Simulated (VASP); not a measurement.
ZnS, 4 atoms in the cell. Symmetry: P6_3mc, No. 186, hexagonal system. The conventional cell has a = 3.884 Å, b = 3.884 Å, c = 6.305 Å, α = 90.00°, β = 90.00°, γ = 120.00°. Within 3.1 Å of Zn (site symmetry 3m) lie 4 S at 2.36 to 2.38 Å. S (site symmetry 3m) has 4 Zn at 2.36 to 2.38 Å within 3.1 Å.  This cell differs from its parent crystal: strain +0.0100 x Voigt [1, 1, 0, 0, 0, 0].

| Item | Value |
| --- | --- |
| Program | VASP 6.6.1 |
| Task | single point |
| Functional | PBE |
| Potentials or basis | VASP PAW PBE potentials, release 64 (Zn, S) |
| Cutoff | 520 eV |
| k mesh | 12 × 12 × 4 |
| Occupations | gaussian, width 0.05 eV |
| Spin | no spin polarisation |
| Dipole correction | no |
| Further INCAR settings | ALGO = Normal; EDIFF = 1e-07; NBANDS = 26 |

Potentials or basis: VASP PAW PBE potentials, release 64 (Zn, S).

Command:

```bash
$ cat potpaw_PBE.64/Zn/POTCAR potpaw_PBE.64/S/POTCAR > POTCAR
$ mpirun -np 1 vasp_std > vasp.out
```

Hardware: 1 thread of Intel(R) Xeon(R) Platinum 8259CL CPU @ 2.50GHz (Skylake/Cascade Lake), with other jobs on the host.

How long does it take, and how much memory?

Run time: 110 s on 1 thread of Intel(R) Xeon(R) Platinum 8259CL CPU @ 2.50GHz (Skylake/Cascade Lake), on a shared host, peak memory 0.25 GiB. Counts: scf iterations 14, k points 57.
